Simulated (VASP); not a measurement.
# Ta (Im-3m) in VASP: notebook

Ta is run at these levels: PBE; tasks: relaxation of cell and atoms, single point.

Program: VASP 6.6.1. These are calculated values, not measurements. Logs are shortened: lines on timing, memory, paths and dates and some standing lists are left out, and cuts for length are marked.

## 1. The cell of the first run

The structure is cubic, space group Im-3m (No. 229). Conventional cell: a = 3.310 Å, b = 3.310 Å, c = 3.310 Å, α = 90.00°, β = 90.00°, γ = 90.00°. Within 3.8 Å of Ta (site symmetry m-3m) lie 14 Ta at 2.87 to 3.31 Å.

## 2. Relaxation of cell and atoms, PBE

Input file INCAR:

```
SYSTEM = Ta
PREC     = Accurate       ! precision mode
ENCUT    = 600            ! plane-wave cutoff, eV
EDIFF    = 1E-6           ! SCF threshold, eV
ISMEAR   = 0              ! smearing method
SIGMA    = 0.1            ! smearing width, eV
LREAL    = .False.        ! projectors in reciprocal space
LASPH    = .True.         ! aspherical terms in the spheres
NELM     = 80             ! most SCF steps
ALGO     = Fast           ! electronic algorithm
ISIF     = 3              ! what is computed and relaxed
LWAVE    = .False.        ! write WAVECAR
LCHARG   = .False.        ! write CHGCAR
GGA      = PE             ! functional
IBRION   = 2              ! ionic algorithm
NSW      = 100            ! ionic steps
EDIFFG   = -0.005         ! ionic threshold
```

Input file KPOINTS:

```
regular mesh
0
Gamma
  18 18 18
  0 0 0
```

Input file POSCAR:

```
Ta
1.0
   -1.6549278069      1.6549278069      1.6549278069
    1.6549278069     -1.6549278069      1.6549278069
    1.6549278069      1.6549278069     -1.6549278069
Ta
1
Direct
    0.0000000000      0.0000000000      0.0000000000
```

Potentials or basis: VASP PAW PBE potentials, release 64 (Ta_pv).

Launch:

```console
$ cat potpaw_PBE.64/Ta_pv/POTCAR > POTCAR
$ mpirun -np 1 vasp_std > vasp.out
```

OUTCAR:

```text
SYSTEM = Ta
   PREC = Accurate
   ENCUT = 600
   EDIFF = 1E-6
   ISMEAR = 0
   LREAL = .False.
   LASPH = .True.
   NELM = 80
   ISIF = 3
   GGA = PE
   IBRION = 2
   NSW = 100
   EDIFFG = -0.005

 ion  position               nearest neighbor table
   1  0.000  0.000  0.000-

  LATTYP: Found a body centered cubic cell.
 ALAT       =     3.3098556138

  Lattice vectors:

 A1 = (  -1.6549278069,   1.6549278069,   1.6549278069)
 A2 = (   1.6549278069,  -1.6549278069,   1.6549278069)
 A3 = (   1.6549278069,   1.6549278069,  -1.6549278069)

Analysis of symmetry for initial positions (statically):
=====================================================================
 Subroutine PRICEL returns:
 Original cell was already a primitive cell.

 Routine SETGRP: Setting up the symmetry group for a
 body centered cubic supercell.

 Subroutine GETGRP returns: Found 48 space group operations
 (whereof 48 operations were pure point group operations)
 out of a pool of 48 trial point group operations.

The static configuration has the point symmetry O_h .

Analysis of symmetry for dynamics (positions and initial velocities):
=====================================================================
 Subroutine PRICEL returns:
 Original cell was already a primitive cell.

 Routine SETGRP: Setting up the symmetry group for a
 body centered cubic supercell.

 Subroutine GETGRP returns: Found 48 space group operations
 (whereof 48 operations were pure point group operations)
 out of a pool of 48 trial point group operations.

The dynamic configuration has the point symmetry O_h .

 Subroutine INISYM returns: Found 48 space group operations
 (whereof 48 operations are pure point group operations),
 and found     1 'primitive' translations

----------------------------------------------------------------------------------------

                                     Primitive cell

  volume of cell :      18.1300

  direct lattice vectors                    reciprocal lattice vectors
    -1.654927807  1.654927807  1.654927807     0.000000000  0.302127983  0.302127983
     1.654927807 -1.654927807  1.654927807     0.302127983  0.000000000  0.302127983
     1.654927807  1.654927807 -1.654927807     0.302127983  0.302127983  0.000000000

  length of vectors
     2.866419044  2.866419044  2.866419044     0.427273491  0.427273491  0.427273491

  position of ions in fractional coordinates (direct lattice)
     0.000000000  0.000000000  0.000000000

  ion indices of the primitive-cell ions
   primitive index   ion index
                 1           1

----------------------------------------------------------------------------------------

 KPOINTS: regular mesh

Automatic generation of k-mesh.
 Grid dimensions read from file:
 generate k-points for:   18   18   18

 Generating k-lattice:

  Cartesian coordinates                     Fractional coordinates (reciprocal lattice)
     0.000000000  0.016784888  0.016784888     0.055555556  0.000000000  0.000000000
     0.016784888  0.000000000  0.016784888     0.000000000  0.055555556  0.000000000
     0.016784888  0.016784888  0.000000000     0.000000000  0.000000000  0.055555556

  Length of vectors
     0.023737416  0.023737416  0.023737416

  Shift w.r.t. Gamma in fractional coordinates (k-lattice)
     0.000000000  0.000000000  0.000000000

 Subroutine IBZKPT returns following result:
 ===========================================

 Found    195 irreducible k-points:

 Following reciprocal coordinates:
            Coordinates               Weight
  0.000000  0.000000  0.000000      1.000000
  0.055556  0.000000  0.000000     12.000000
  0.111111  0.000000  0.000000     12.000000
  0.166667  0.000000  0.000000     12.000000
  0.222222  0.000000  0.000000     12.000000
  0.277778  0.000000  0.000000     12.000000
[... 16 lines left out ...]
  0.333333  0.111111  0.000000     48.000000
  0.388889  0.111111  0.000000     48.000000
 [... further k-points ...]
   k-points           NKPTS =    195   k-points in BZ     NKDIM =    195   number of bands    NBANDS=      9
   number of dos      NEDOS =    301   number of ions     NIONS =      1
   total plane-waves  NPLWV =  13824
   dimension x,y,z NGX =    24 NGY =   24 NGZ =   24
   dimension x,y,z NGXF=    48 NGYF=   48 NGZF=   48
   ions per type =               1
   NGX,Y,Z   is equivalent  to a cutoff of  13.92, 13.92, 13.92 a.u.
   NGXF,Y,Z  is equivalent  to a cutoff of  27.84, 27.84, 27.84 a.u.
 SYSTEM =  Ta
   PREC   = accura    normal or accurate (medium, high low for compatibility)
   ISTART =      0    job   : 0-new  1-cont  2-samecut
   ICHARG =      2    charge: 1-file 2-atom 10-const
   ISPIN  =      1    spin polarized calculation?
   LNONCOLLINEAR =      F non collinear calculations
   LSORBIT =      F    spin-orbit coupling
   LASPH  =      T    aspherical Exc in radial PAW
   ENCUT  =  600.0 eV  44.10 Ry    6.64 a.u.   5.72  5.72  5.72*2*pi/ulx,y,z
   NELM   =     80;   NELMIN=  2; NELMDL= -5     # of ELM steps
   EDIFF  = 0.1E-05   stopping-criterion for ELM
   LREAL  =      F    real-space projection
   EDIFFG = -.5E-02   stopping-criterion for IOM
   NSW    =    100    number of steps for IOM
   IBRION =      2    ionic relax: 0-MD 1-quasi-New 2-CG
   NFREE  =      1    steps in history (QN), initial steepest desc. (CG)
   ISIF   =      3    stress and relaxation
   ISYM   =      2    0-nonsym 1-usesym 2-fastsym
   POTIM  = 0.5000    time-step for ionic-motion
   TEBEG  =    0.0;   TEEND  =   0.0 temperature during run
   PSTRESS=    0.0 pullay stress
   NELECT =      11.0000    total number of electrons
   NUPDOWN=      -1.0000    fix difference up-down
   EMIN   =  10.00;   EMAX   =-10.00  energy-range for DOS
   EFERMI =   0.00;   METHOD = LEGACY
   ISMEAR =     0;   SIGMA  =   0.10  broadening in eV -4-tet -1-fermi 0-gaus
   EFERMI_NEDOS =   21; number of points for ismear=-14 and -15
   IALGO  =     68    algorithm
   IMIX   =      4    mixing-type and parameters
     AMIX     =   0.40;   BMIX     =  1.00
     AMIX_MAG =   1.60;   BMIX_MAG =  1.00
  volume/ion in A,a.u.               =      18.13       122.35
  Fermi-wavevector in a.u.,A,eV,Ry     =   1.385926  2.619020 26.133942  1.920791
  Thomas-Fermi vector in A             =   2.510290
   LORBIT       =      0    0 simple, 1 ext, 2 COOP (PROOUT), +10 PAW based schemes
   GGA     = PE    functional components
   LHFCALC =     F    Hartree Fock is set to
   AEXX    =    0.0000 exact exchange contribution
   IVDW    =     0    specifies the selected vdW correction
   LEPSILON=     F    determine dielectric tensor
   LRPA    =     F    only Hartree local field effects (RPA)
 conjugate gradient relaxation of ions
 non-spin polarized calculation
 RMM-DIIS sequential band-by-band and
 Gauss-broadening in eV      SIGMA  =   0.10
  energy-cutoff  :      600.00
  volume of cell :       18.13
 maximum number of plane-waves:       622
   NGX = 11   NGY = 11   NGZ = 11

--------------------------------------- Ionic step        1  -------------------------------------------

 number of electron      11.0000001 magnetization

 Free energy of the ion-electron system (eV)
  ---------------------------------------------------
  ext. energy  EPLUGINS =         0.00000000
  ---------------------------------------------------
  free energy    TOTEN  =       -11.81571526 eV

  energy without entropy =      -11.80964541  energy(sigma->0) =      -11.81268034

------------------------ aborting loop because EDIFF is reached ----------------------------------------

  FORCE on cell =-STRESS in cart. coord.  units (eV):
  Direction    XX          YY          ZZ          XY          YZ          ZX
  --------------------------------------------------------------------------------------
  -------------------------------------------------------------------------------------
  Total        0.1935630      0.1935630      0.1935630      0.0000000     -0.0000000      0.0000000
  in kB       17.1055006     17.1055006     17.1055006      0.0000000     -0.0000000      0.0000000
  external PRESSURE =      17.1055006 kB  Pullay stress =       0.0000000 kB
[... 265 lines left out ...]
  energy  without entropy=      -11.8104705885  energy(sigma->0) =      -11.81351468

--------------------------------------- Ionic step        9  -------------------------------------------

 number of electron      11.0000001 magnetization

 Free energy of the ion-electron system (eV)
  ---------------------------------------------------
  ext. energy  EPLUGINS =         0.00000000
  ---------------------------------------------------
  free energy    TOTEN  =       -11.81655882 eV

  energy without entropy =      -11.81047023  energy(sigma->0) =      -11.81351453

 E-fermi :   5.3726     XC(G=0): -12.5396

 val. band max:        5.3524049703   @ k =   0.1111   0.1111   0.0000
 cond. band min:       5.3740340173   @ k =   0.3333   0.1667   0.0556
 fundamental gap:      0.0216290471
 Fermi energy:         5.3726285047

 k-point     1 :       0.0000    0.0000    0.0000
  band No.  band energies     occupation
      1     -27.7685      2.00000
      2     -27.7685      2.00000
      3     -27.7685      2.00000
      4      -2.4943      2.00000
      5       6.0976      0.00000
      6       6.0976      0.00000
      7       6.0976      0.00000
      8       9.3165      0.00000
      9       9.3165      0.00000
[... 265 lines left out ...]
 k-point    24 :       0.3889    0.1111    0.0000
  band No.  band energies     occupation
      1     -28.8150      2.00000
      2     -28.1601      2.00000
      3     -27.8239      2.00000
      4       1.4366      2.00000
      5       3.9817      2.00000
      6       5.9776      0.00000
      7       9.0623      0.00000
      8      10.3284      0.00000
      9      13.1123      0.00000

 [... further k-points ...]

------------------------ aborting loop because EDIFF is reached ----------------------------------------

  FORCE on cell =-STRESS in cart. coord.  units (eV):
  Direction    XX          YY          ZZ          XY          YZ          ZX
  --------------------------------------------------------------------------------------
  -------------------------------------------------------------------------------------
  Total        0.0000217      0.0000217      0.0000217     -0.0000000     -0.0000000      0.0000000
  in kB        0.0019006      0.0019006      0.0019006     -0.0000000     -0.0000000      0.0000000
  external PRESSURE =       0.0019006 kB  Pullay stress =       0.0000000 kB
[... 16 lines left out ...]
  FREE ENERGIE OF THE ION-ELECTRON SYSTEM (eV)
  ---------------------------------------------------
  free  energy   TOTEN  =       -11.8165588183 eV

  energy  without entropy=      -11.8104702333  energy(sigma->0) =      -11.81351453

 reached required accuracy - stopping structural energy minimisation
```

Run time: 46 s. Hardware: 1 thread of Intel Xeon 6975P-C (Granite Rapids), shared host; peak memory 0.18 GiB.

Results:

| Property | Result |
| --- | --- |
| Free energy | -11.8166 eV |
| Relaxed volume | 18.29 Å³/atom |
| Relaxed cell | a = 2.875 Å, b = 2.875 Å, c = 2.875 Å, α = 109.47°, β = 109.47°, γ = 109.47° |
| Space group after relaxing (to 0.05 Å) | Im-3m (No. 229) |
| Energy gained by relaxing | 0.8 meV/atom |
| Ionic steps | 9 |
| Pressure after relaxing | 0.0 GPa |

The path:
```
step  energy change (eV)  largest force (eV/Å)  pressure (GPa)  volume (Å³)
   1              0.0000                0.0000            1.71        18.13
   2              0.0032                0.0000           -3.63        18.64
   3             -0.0008                0.0000            0.15        18.29
   4             -0.0008                0.0000           -0.11        18.30
   5             -0.0008                0.0000           -0.11        18.30
   6             -0.0008                0.0000           -0.06        18.29
   7             -0.0008                0.0000            0.06        18.28
   8             -0.0008                0.0000            0.05        18.29
   9             -0.0008                0.0000            0.00        18.29
```

Final structure:
```
CELL_PARAMETERS angstrom
-1.65977 1.65977 1.65977
1.65977 -1.65977 1.65977
1.65977 1.65977 -1.65977
ATOMIC_POSITIONS crystal
Ta 0.00000 0.00000 0.00000
```

Caveat: spin-orbit coupling is left out, which moves the levels of the heavy elements.

## 3. Relaxation of cell and atoms, PBE, target pressure 2 GPa, at which the enthalpy is minimised

This run uses another cell than the first one, of 17.93 Å³/atom, 0.989 times its volume.

Input file INCAR:

```
SYSTEM = Ta
PREC = Accurate
ENCUT = 600
EDIFF = 1E-7
ISMEAR = 0
SIGMA = 0.1
LREAL = .FALSE.
LASPH = .TRUE.
NELM = 60
ALGO = Normal
ISIF = 3
LWAVE = .FALSE.
LCHARG = .FALSE.
GGA = PE
IBRION = 2
NSW = 70
EDIFFG = -0.008
PSTRESS = 20.0
```

Input file KPOINTS:

```
Automatic mesh
0
G
  18 18 18
  0 0 0
```

Input file POSCAR:

```
Ta
1.0
   -1.6487018199      1.6487018199      1.6487018199
    1.6487018199     -1.6487018199      1.6487018199
    1.6487018199      1.6487018199     -1.6487018199
Ta
1
Direct
    0.0000000000      0.0000000000      0.0000000000
```

Potentials or basis: VASP PAW PBE potentials, release 64 (Ta_pv).

Launch:

```console
$ cat potpaw_PBE.64/Ta_pv/POTCAR > POTCAR
$ mpirun -np 1 vasp_std > vasp.out
```

It took 32 s on 1 thread of Intel Xeon Platinum 8375C at 2.90GHz (Ice Lake), shared host; peak memory 0.15 GiB.

It converged, with:

| Quantity | Value |
| --- | --- |
| Free energy | -11.8154 eV |
| Relaxed volume | 18.11 Å³/atom |
| Relaxed cell | a = 2.865 Å, b = 2.865 Å, c = 2.865 Å, α = 109.47°, β = 109.47°, γ = 109.47° |
| Space group after relaxing (to 0.05 Å) | Im-3m (No. 229) |
| Energy change on relaxing (the enthalpy is what falls) | -3.4 meV/atom |
| Ionic steps | 3 |
| Pressure after relaxing | 2.0 GPa |

The path:
| step | energy change (eV) | largest force (eV/Å) | pressure (GPa) | volume (Å³) |
| --- | --- | --- | --- | --- |
| 1 | 0.0000 | 0.0000 | 4.05 | 17.93 |
| 2 | -0.0026 | 0.0000 | -2.49 | 18.53 |
| 3 | -0.0034 | 0.0000 | 1.99 | 18.11 |

Final structure:
```cif
data_structure
_symmetry_space_group_name_H-M 'P 1'
_symmetry_Int_Tables_number 1
_cell_length_a 2.8652
_cell_length_b 2.8652
_cell_length_c 2.8652
_cell_angle_alpha 109.471
_cell_angle_beta 109.471
_cell_angle_gamma 109.471
_cell_volume 18.11
loop_
_atom_site_label
_atom_site_type_symbol
_atom_site_fract_x
_atom_site_fract_y
_atom_site_fract_z
_atom_site_occupancy
Ta1 Ta 0.00000 0.00000 0.00000 1
```

Levels at points of the mesh, in eV from the Fermi level:
| k point | band 1 | band 2 | band 3 | band 4 | band 5 | band 6 | band 7 | band 8 | band 9 |
| --- | --- | --- | --- | --- | --- | --- | --- | --- | --- |
| (0.00, 0.00, 0.00) | -33.10 | -33.10 | -33.10 | -7.91 | 0.72 | 0.72 | 0.72 | 3.98 | 3.98 |
| (0.50, 0.00, 0.00) | -34.25 | -33.47 | -33.11 | -4.36 | -1.54 | 1.55 | 3.86 | 4.88 | 7.74 |
| (0.50, 0.50, 0.50) | -33.91 | -33.91 | -33.91 | -3.78 | -3.78 | 6.78 | 6.78 | 6.78 | 8.60 |

Caveat: the cell is relaxed towards a set pressure, so the enthalpy falls and the energy may rise; spin-orbit coupling is left out, which moves the levels of the heavy elements.

(Continued in part 2 of 2.)
